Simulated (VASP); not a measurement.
# TiB2 (P6/mmm) in VASP: notebook

Runs on TiB2. Level: LDA. Tasks: single point.

Program: VASP 6.6.1. These are calculated values, not measurements. Logs are shortened: lines on timing, memory, paths and dates and some standing lists are left out, and cuts for length are marked.

**1. The cell of the first run**

It takes space group P6/mmm (No. 191, hexagonal). Conventional cell: a = 2.994 Å, b = 2.994 Å, c = 3.160 Å, α = 90.00°, β = 90.00°, γ = 120.00°. Within 3.2 Å of Ti (site symmetry 6/mmm) lie 12 B at 2.34 Å and 8 Ti at 2.99 to 3.16 Å. Within 2.4 Å of B (site symmetry -6m2) lie 3 B at 1.73 Å and 6 Ti at 2.34 Å.

**2. Single point, LDA**

Input file INCAR:

```
SYSTEM = TiB2
ALGO     = Normal         ! electronic algorithm
EDIFF    = 1E-6           ! SCF threshold, eV
ENCUT    = 520            ! plane-wave cutoff, eV
ISIF     = 2              ! what is computed and relaxed
ISMEAR   = -1             ! smearing method
LASPH    = .TRUE.         ! aspherical terms in the spheres
LCHARG   = .FALSE.        ! write CHGCAR
LREAL    = .FALSE.        ! projectors in reciprocal space
LWAVE    = .FALSE.        ! write WAVECAR
NBANDS   = 16             ! bands
NELM     = 60             ! most SCF steps
PREC     = Accurate       ! precision mode
SIGMA    = 0.05           ! smearing width, eV
```

Input file KPOINTS:

```
k-points
0
G
  12 12 10
  0 0 0
```

Input file POSCAR:

```
TiB2
1.0
    2.9939070175      0.0000000000      0.0000000000
   -1.4969535087      2.5927995337      0.0000000000
    0.0000000000      0.0000000000      3.1596349927
Ti B
1 2
Direct
    0.0000000000      0.0000000000      0.0000000000
    0.3333333333      0.6666666667      0.5000000000
    0.6666666667      0.3333333333      0.5000000000
```

Potentials or basis: VASP PAW LDA potentials, release 64 (Ti_sv, B).

The run is started by

```
$ cat potpaw_LDA.64/Ti_sv/POTCAR potpaw_LDA.64/B/POTCAR > POTCAR
$ mpirun -np 1 vasp_std > vasp.out
```

OUTCAR:

```text
SYSTEM = TiB2
   EDIFF = 1E-6
   ENCUT = 520
   ISIF = 2
   ISMEAR = -1
   LASPH = .TRUE.
   LREAL = .FALSE.
   NELM = 60
   PREC = Accurate

 ion  position               nearest neighbor table
   1  0.000  0.000  0.000-   2 2.34   3 2.34   2 2.34   3 2.34   2 2.34   2 2.34   3 2.34   3 2.34
                             3 2.34   3 2.34   2 2.34   2 2.34
   2  0.333  0.667  0.500-   3 1.73   3 1.73   3 1.73   1 2.34   1 2.34   1 2.34   1 2.34   1 2.34
                             1 2.34
   3  0.667  0.333  0.500-   2 1.73   2 1.73   2 1.73   1 2.34   1 2.34   1 2.34   1 2.34   1 2.34
                             1 2.34

  LATTYP: Found a hexagonal cell.
 ALAT       =     2.9939070175
 C/A-ratio  =     1.0553550843

  Lattice vectors:

 A1 = (   2.9939070175,   0.0000000000,   0.0000000000)
 A2 = (  -1.4969535087,   2.5927995337,   0.0000000000)
 A3 = (   0.0000000000,   0.0000000000,   3.1596349927)

Analysis of symmetry for initial positions (statically):
=====================================================================
 Subroutine PRICEL returns:
 Original cell was already a primitive cell.

 Routine SETGRP: Setting up the symmetry group for a
 hexagonal supercell.

 Subroutine GETGRP returns: Found 24 space group operations
 (whereof 24 operations were pure point group operations)
 out of a pool of 24 trial point group operations.

The static configuration has the point symmetry D_6h.

Analysis of symmetry for dynamics (positions and initial velocities):
=====================================================================
 Subroutine PRICEL returns:
 Original cell was already a primitive cell.

 Routine SETGRP: Setting up the symmetry group for a
 hexagonal supercell.

 Subroutine GETGRP returns: Found 24 space group operations
 (whereof 24 operations were pure point group operations)
 out of a pool of 24 trial point group operations.

The dynamic configuration has the point symmetry D_6h.

 Subroutine INISYM returns: Found 24 space group operations
 (whereof 24 operations are pure point group operations),
 and found     1 'primitive' translations

----------------------------------------------------------------------------------------

                                     Primitive cell

  volume of cell :      24.5270

  direct lattice vectors                    reciprocal lattice vectors
     2.993907018  0.000000000  0.000000000     0.334011709  0.192841750  0.000000000
    -1.496953509  2.592799534  0.000000000     0.000000000  0.385683500  0.000000000
     0.000000000  0.000000000  3.159634993     0.000000000  0.000000000  0.316492254

  length of vectors
     2.993907018  2.993907017  3.159634993     0.385683500  0.385683500  0.316492254

  position of ions in fractional coordinates (direct lattice)
     0.000000000  0.000000000  0.000000000
     0.333333333  0.666666667  0.500000000
     0.666666667  0.333333333  0.500000000

  ion indices of the primitive-cell ions
   primitive index   ion index
                 1           1
                 2           2
                 3           3

----------------------------------------------------------------------------------------

 KPOINTS: k-points

Automatic generation of k-mesh.
 Grid dimensions read from file:
 generate k-points for:   12   12   10

 Generating k-lattice:

  Cartesian coordinates                     Fractional coordinates (reciprocal lattice)
     0.027834309  0.016070146  0.000000000     0.083333333  0.000000000  0.000000000
     0.000000000  0.032140292  0.000000000     0.000000000  0.083333333  0.000000000
     0.000000000  0.000000000  0.031649225     0.000000000  0.000000000  0.100000000

  Length of vectors
     0.032140292  0.032140292  0.031649225

  Shift w.r.t. Gamma in fractional coordinates (k-lattice)
     0.000000000  0.000000000  0.000000000

 Subroutine IBZKPT returns following result:
 ===========================================

 Found    114 irreducible k-points:

 Following reciprocal coordinates:
            Coordinates               Weight
  0.000000  0.000000  0.000000      1.000000
  0.083333  0.000000  0.000000      6.000000
  0.166667  0.000000  0.000000      6.000000
  0.250000  0.000000  0.000000      6.000000
  0.333333  0.000000  0.000000      6.000000
  0.416667  0.000000  0.000000      6.000000
[... 16 lines left out ...]
  0.250000  0.000000  0.100000     12.000000
  0.333333  0.000000  0.100000     12.000000
 [... further k-points ...]
   k-points           NKPTS =    114   k-points in BZ     NKDIM =    114   number of bands    NBANDS=     16
   number of dos      NEDOS =    301   number of ions     NIONS =      3
   total plane-waves  NPLWV =  13824
   dimension x,y,z NGX =    24 NGY =   24 NGZ =   24
   dimension x,y,z NGXF=    48 NGYF=   48 NGZF=   48
   ions per type =               1   2
   NGX,Y,Z   is equivalent  to a cutoff of  13.33, 13.33, 12.63 a.u.
   NGXF,Y,Z  is equivalent  to a cutoff of  26.65, 26.65, 25.26 a.u.
 SYSTEM =  TiB2
   PREC   = accura    normal or accurate (medium, high low for compatibility)
   ISTART =      0    job   : 0-new  1-cont  2-samecut
   ICHARG =      2    charge: 1-file 2-atom 10-const
   ISPIN  =      1    spin polarized calculation?
   LNONCOLLINEAR =      F non collinear calculations
   LSORBIT =      F    spin-orbit coupling
   LASPH  =      T    aspherical Exc in radial PAW
   ENCUT  =  520.0 eV  38.22 Ry    6.18 a.u.   5.57  5.57  5.87*2*pi/ulx,y,z
   NELM   =     60;   NELMIN=  2; NELMDL= -5     # of ELM steps
   EDIFF  = 0.1E-05   stopping-criterion for ELM
   LREAL  =      F    real-space projection
   EDIFFG = 0.1E-04   stopping-criterion for IOM
   NSW    =      0    number of steps for IOM
   IBRION =     -1    ionic relax: 0-MD 1-quasi-New 2-CG
   NFREE  =      0    steps in history (QN), initial steepest desc. (CG)
   ISIF   =      2    stress and relaxation
   ISYM   =      2    0-nonsym 1-usesym 2-fastsym
   POTIM  = 0.5000    time-step for ionic-motion
   TEBEG  =    0.0;   TEEND  =   0.0 temperature during run
   PSTRESS=    0.0 pullay stress
   NELECT =      18.0000    total number of electrons
   NUPDOWN=      -1.0000    fix difference up-down
   EMIN   =  10.00;   EMAX   =-10.00  energy-range for DOS
   EFERMI =   0.00;   METHOD = LEGACY
   ISMEAR =    -1;   SIGMA  =   0.05  broadening in eV -4-tet -1-fermi 0-gaus
   EFERMI_NEDOS =   21; number of points for ismear=-14 and -15
   IALGO  =     38    algorithm
   IMIX   =      4    mixing-type and parameters
     AMIX     =   0.40;   BMIX     =  1.00
     AMIX_MAG =   1.60;   BMIX_MAG =  1.00
  volume/ion in A,a.u.               =       8.18        55.17
  Fermi-wavevector in a.u.,A,eV,Ry     =   1.476673  2.790507 29.668355  2.180563
  Thomas-Fermi vector in A             =   2.591171
   LORBIT       =      0    0 simple, 1 ext, 2 COOP (PROOUT), +10 PAW based schemes
   GGA     = CA    functional components
   LHFCALC =     F    Hartree Fock is set to
   AEXX    =    0.0000 exact exchange contribution
   IVDW    =     0    specifies the selected vdW correction
   LEPSILON=     F    determine dielectric tensor
   LRPA    =     F    only Hartree local field effects (RPA)
 non-spin polarized calculation
  energy-cutoff  :      520.00
  volume of cell :       24.53
 maximum number of plane-waves:       684
 NGX is ok and might be reduce to    24
   NGX = 11   NGY = 11   NGZ = 11

 number of electron      18.0000000 magnetization

 Free energy of the ion-electron system (eV)
  ---------------------------------------------------
  ext. energy  EPLUGINS =         0.00000000
  ---------------------------------------------------
  free energy    TOTEN  =       -26.92262884 eV

  energy without entropy =      -26.91907887  energy(sigma->0) =      -26.92085386

 E-fermi :  10.4450     XC(G=0): -13.1714

 val. band max:       10.4438579958   @ k =   0.0000   0.0000   0.2000
 cond. band min:      10.4634346976   @ k =   0.1667   0.1667   0.2000
 fundamental gap:      0.0195767018
 Fermi energy:        10.4450465245

 k-point     1 :       0.0000    0.0000    0.0000
  band No.  band energies     occupation
      1     -45.6932      2.00000
      2     -22.4373      2.00000
      3     -22.0985      2.00000
      4     -22.0985      2.00000
      5      -3.0921      2.00000
      6       7.6773      2.00000
[... 8 lines left out ...]
     15      16.3560      0.00000
     16      17.7665      0.00000

 k-point     2 :       0.0833    0.0000    0.0000
  band No.  band energies     occupation
      1     -45.6887      2.00000
      2     -22.4317      2.00000
      3     -22.1318      2.00000
      4     -22.1060      2.00000
      5      -2.9549      2.00000
      6       7.3080      2.00000
[... 8 lines left out ...]
     15      17.1991      0.00000
     16      18.1796      0.00000

 k-point     3 :       0.1667    0.0000    0.0000
  band No.  band energies     occupation
      1     -45.6763      2.00000
      2     -22.4166      2.00000
      3     -22.2217      2.00000
      4     -22.1264      2.00000
      5      -2.5526      2.00000
      6       6.3554      2.00000
[... 8 lines left out ...]
     15      18.8763      0.00000
     16      18.9098      0.00000

 k-point     4 :       0.2500    0.0000    0.0000
  band No.  band energies     occupation
      1     -45.6593      2.00000
      2     -22.3959      2.00000
      3     -22.3426      2.00000
      4     -22.1541      2.00000
      5      -1.9097      2.00000
      6       5.1089      2.00000
[... 8 lines left out ...]
     15      18.1559      0.00000
     16      20.2256      0.00000

 k-point     5 :       0.3333    0.0000    0.0000
  band No.  band energies     occupation
      1     -45.6422      2.00000
      2     -22.4615      2.00000
      3     -22.3751      2.00000
      4     -22.1816      2.00000
      5      -1.0592      2.00000
      6       3.7648      2.00000
[... 8 lines left out ...]
     15      18.3861      0.00000
     16      19.8815      0.00000

 k-point     6 :       0.4167    0.0000    0.0000
  band No.  band energies     occupation
      1     -45.6297      2.00000
      2     -22.5472      2.00000
      3     -22.3598      2.00000
      4     -22.2017      2.00000
      5      -0.0383      2.00000
      6       2.4307      2.00000
[... 8 lines left out ...]
     15      18.3947      0.00000
     16      19.4409      0.00000
[... 267 lines left out ...]
 k-point    21 :       0.0833    0.0000    0.1000
  band No.  band energies     occupation
      1     -45.6867      2.00000
      2     -22.4569      2.00000
      3     -22.1296      2.00000
      4     -22.1039      2.00000
      5      -2.8142      2.00000
      6       6.9878      2.00000
[... 8 lines left out ...]
     15      17.5219      0.00000
     16      18.0322      0.00000

 k-point    22 :       0.1667    0.0000    0.1000
  band No.  band energies     occupation
      1     -45.6743      2.00000
      2     -22.4412      2.00000
      3     -22.2190      2.00000
      4     -22.1242      2.00000
      5      -2.4218      2.00000
      6       6.4030      2.00000
[... 8 lines left out ...]
     15      18.5380      0.00000
     16      18.9900      0.00000

 k-point    23 :       0.2500    0.0000    0.1000
  band No.  band energies     occupation
      1     -45.6573      2.00000
      2     -22.4199      2.00000
      3     -22.3392      2.00000
      4     -22.1517      2.00000
      5      -1.7951      2.00000
      6       5.1235      2.00000
[... 8 lines left out ...]
     15      18.5323      0.00000
     16      20.7171      0.00000

 k-point    24 :       0.3333    0.0000    0.1000
  band No.  band energies     occupation
      1     -45.6403      2.00000
      2     -22.4582      2.00000
      3     -22.3977      2.00000
      4     -22.1790      2.00000
      5      -0.9654      2.00000
      6       3.7671      2.00000
[... 8 lines left out ...]
     15      18.6721      0.00000
     16      20.4780      0.00000

 [... further k-points ...]

------------------------ aborting loop because EDIFF is reached ----------------------------------------

  FORCE on cell =-STRESS in cart. coord.  units (eV):
  Direction    XX          YY          ZZ          XY          YZ          ZX
  --------------------------------------------------------------------------------------
  -------------------------------------------------------------------------------------
  Total        0.1003344      0.1003344      0.0983381      0.0000000      0.0000000      0.0000000
  in kB        6.5541514      6.5541514      6.4237444      0.0000000      0.0000000      0.0000000
  external PRESSURE =       6.5106824 kB  Pullay stress =       0.0000000 kB

 VOLUME and BASIS-vectors are now :
 -----------------------------------------------------------------------------
  energy-cutoff  :      520.00
  volume of cell :       24.53
      direct lattice vectors                 reciprocal lattice vectors
     2.993907018  0.000000000  0.000000000     0.334011709  0.192841750  0.000000000
    -1.496953509  2.592799534  0.000000000     0.000000000  0.385683500  0.000000000
     0.000000000  0.000000000  3.159634993     0.000000000  0.000000000  0.316492254

 POSITION                                       TOTAL-FORCE (eV/Angst)
 -----------------------------------------------------------------------------------
      0.00000      0.00000      0.00000         0.000000      0.000000     -0.000000
     -0.00000      1.72853      1.57982        -0.000000      0.000000     -0.000000
      1.49695      0.86427      1.57982         0.000000     -0.000000      0.000000
 -----------------------------------------------------------------------------------
    total drift:                               -0.000000      0.000000      0.000000

  FREE ENERGIE OF THE ION-ELECTRON SYSTEM (eV)
  ---------------------------------------------------
  free  energy   TOTEN  =       -26.9226288448 eV

  energy  without entropy=      -26.9190788740  energy(sigma->0) =      -26.92085386
```

Run time: 22 s. Hardware: 1 thread of Intel Xeon 8259CL, shared host; peak memory 0.16 GiB.

What came out:

| Quantity | Value |
| --- | --- |
| Free energy | -26.9226 eV |
| Pressure | 0.7 GPa |
| Band gap on the k mesh | zero (bands 9 and 10 overlap by 0.56 eV) |

Levels at points of the mesh, in eV from the Fermi level:
```tsv
k point	band 7	band 8	band 9	band 10	band 11	band 12
(0.00, 0.00, 0.00)	-2.77	-2.22	-2.17	2.00	2.00	3.90
(0.50, 0.00, 0.00)	-3.32	-3.29	-2.40	1.42	2.86	3.39
(0.00, 0.00, 0.50)	-0.58	-0.58	-0.27	-0.27	0.43	0.43
(0.50, 0.00, 0.50)	-4.83	-3.97	-3.08	2.68	3.07	4.87
```

(Part 1 of 2 ends here.)
